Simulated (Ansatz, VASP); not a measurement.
NaAu7 in VASP and in Ansatz

```
CELL_PARAMETERS angstrom
0.00000 4.17168 4.16939
4.16831 0.00000 4.16939
4.16831 4.17168 0.00000
ATOMIC_POSITIONS crystal
Na 0.00000 0.00000 0.00000
Au 0.50000 0.50000 0.50000
Au 0.50000 0.00000 0.00000
Au 0.50000 0.50000 0.00000
Au 0.00000 0.00000 0.50000
Au 0.00000 0.50000 0.50000
Au 0.50000 0.00000 0.50000
Au 0.00000 0.50000 0.00000
```

Change from the starting cell: the structure that the rattled cell fell into.

Alike in both runs: functional PBE; k mesh 8 × 8 × 8; occupations gaussian, width 0.1 eV; no spin polarisation.

Ansatz relaxed the structure, and its values are those at the end. VASP's run is a single point on that final structure, the one shown.

```csv
,VASP,Ansatz
version,VASP 6.6.1,Ansatz 0.2.0
potentials or method,"VASP PAW PBE potentials, release 64 (Na_pv, Au), cutoff 520 eV","scalar-relativistic, plane waves, PAW"
valence electrons in the cell,84,142
```

```tsv
	VASP	Ansatz	Ansatz less VASP
gap on the k mesh at the Fermi level (eV)	none	none	-
pressure (GPa)	-0.2	0.0	+0.15
```

A gap of «none» marks a metal or a gap that the smearing closes. With one functional, cell and mesh, what is left measures potentials, basis and numerics. VASP's potentials hold 84 valence electrons a cell and Ansatz's 142, so a difference there can come from the potentials and not from the codes.

Spin-orbit coupling is off throughout.
